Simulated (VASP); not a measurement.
# BiOs2: single point with PBE

The system is BiOs2.

```
CELL_PARAMETERS angstrom
3.80379 0.00000 0.00000
0.00000 3.80379 0.00000
0.00000 0.00000 7.94563
ATOMIC_POSITIONS crystal
Bi 0.00000 0.50000 0.63305
Bi 0.50000 0.00000 0.36695
Os 0.00000 0.00000 0.00000
Os 0.50000 0.50000 0.00000
Os 0.00000 0.50000 0.22936
Os 0.50000 0.00000 0.77064
```

* Program: VASP 6.6.1
* Task: single point
* Functional: PBE
* Potentials or basis: VASP PAW PBE potentials, release 64 (Bi_d, Os)
* Cutoff: 520 eV
* k mesh: 4 × 4 × 4
* Occupations: gaussian, width 0.1 eV
* Spin: no spin polarisation
* Dipole correction: no
* Further INCAR settings: ALGO = Fast; EDIFF = 1e-06; NBANDS = 40

* Pressure: -0.2 GPa
* Largest force: 0.018 eV/Å
* Band gap on the k mesh: zero (bands 31 and 32 overlap by 0.89 eV)

Forces on the atoms (eV/Å):
```
Bi   0.000  0.000  0.000
Bi   0.000  0.000  0.000
Os   0.000  0.000  0.000
Os   0.000  0.000  0.000
Os   0.000  0.000 -0.018
Os   0.000  0.000  0.018
```

Levels at points of the mesh, in eV from the Fermi level:
| k point | band 27 | band 28 | band 29 | band 30 | band 31 | band 32 | band 33 | band 34 | band 35 | band 36 |
| --- | --- | --- | --- | --- | --- | --- | --- | --- | --- | --- |
| (0.00, 0.00, 0.00) | -0.83 | -0.76 | -0.76 | -0.56 | -0.56 | 0.65 | 0.65 | 1.32 | 1.52 | 2.47 |
| (0.50, 0.00, 0.00) | -1.27 | -1.27 | -0.95 | -0.95 | -0.33 | -0.33 | 0.54 | 0.54 | 1.31 | 1.31 |
| (0.50, 0.50, 0.00) | -1.82 | -1.82 | -1.80 | -1.80 | -0.11 | -0.11 | 0.27 | 0.27 | 1.41 | 1.41 |
| (0.00, 0.00, 0.50) | -0.99 | -0.96 | 0.44 | 0.47 | 0.47 | 1.32 | 1.41 | 1.41 | 1.58 | 1.63 |
| (0.50, 0.00, 0.50) | -1.41 | -1.41 | -1.24 | -1.24 | -0.42 | -0.42 | 0.76 | 0.76 | 1.09 | 1.09 |
| (0.50, 0.50, 0.50) | -1.91 | -1.91 | -0.97 | -0.97 | -0.08 | -0.08 | 0.89 | 0.89 | 1.41 | 1.41 |

Wall time 42 s on 1 thread of Intel(R) Xeon(R) 6975P-C (Granite Rapids), with other jobs on the host, peak memory 0.24 GiB.

Caveat: the k points lie up to 0.41 Å⁻¹ apart, too coarse for converged energies and pressures of a metal; spin-orbit coupling is left out, which moves the levels of the heavy elements.
